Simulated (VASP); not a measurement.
**S: single point with PBE+D3(BJ)**

The system is S, a sheet with vacuum.

```xyz
2
Lattice="2.3527 0.0000 0.0000 0.0000 2.3527 0.0000 0.0000 0.0000 18.0000" Properties=species:S:1:pos:R:3 pbc="T T T"
S     1.1763    1.1763    7.2675
S     1.1763    1.1763   10.7325
```

- Program: VASP 6.6.1
- Task: single point
- Functional: PBE
- Dispersion: D3(BJ)
- Potentials or basis: VASP PAW PBE potentials, release 64 (S)
- Cutoff: 520 eV
- k mesh: 8 × 8 × 1
- Occupations: gaussian, width 0.1 eV
- Spin: no spin polarisation
- Dipole correction: yes
- Further INCAR settings: ALGO = Normal; EDIFF = 1e-07; NBANDS = 13

```json
{
  "Largest force": "0.030 eV/Å",
  "Band gap on the k mesh": "zero (bands 6 and 7 overlap by 5.19 eV)",
  "Dispersion energy per atom": "-0.228 eV"
}
```

Forces in eV/Å, atoms in the order of the input:
```
S    0.000  0.000  0.030
S    0.000  0.000 -0.030
```

Levels at points of the mesh, in eV from the Fermi level:
```tsv
k point	band 2	band 3	band 4	band 5	band 6	band 7	band 8	band 9	band 10	band 11
(0.00, 0.00, 0.00)	-16.72	-5.63	-4.30	4.06	4.61	4.61	4.68	4.68	4.97	5.76
(0.50, 0.00, 0.00)	-12.47	-8.27	-8.10	-2.03	-1.00	4.68	6.44	6.91	6.96	9.70
(0.50, 0.50, 0.00)	-7.74	-5.20	-5.20	-5.08	-5.08	1.07	1.86	3.34	3.62	9.01
```

Wall time 13 s on 1 thread of AMD EPYC 9R45 96-Core Processor (Zen 5), with other jobs on the host, peak memory 0.17 GiB.
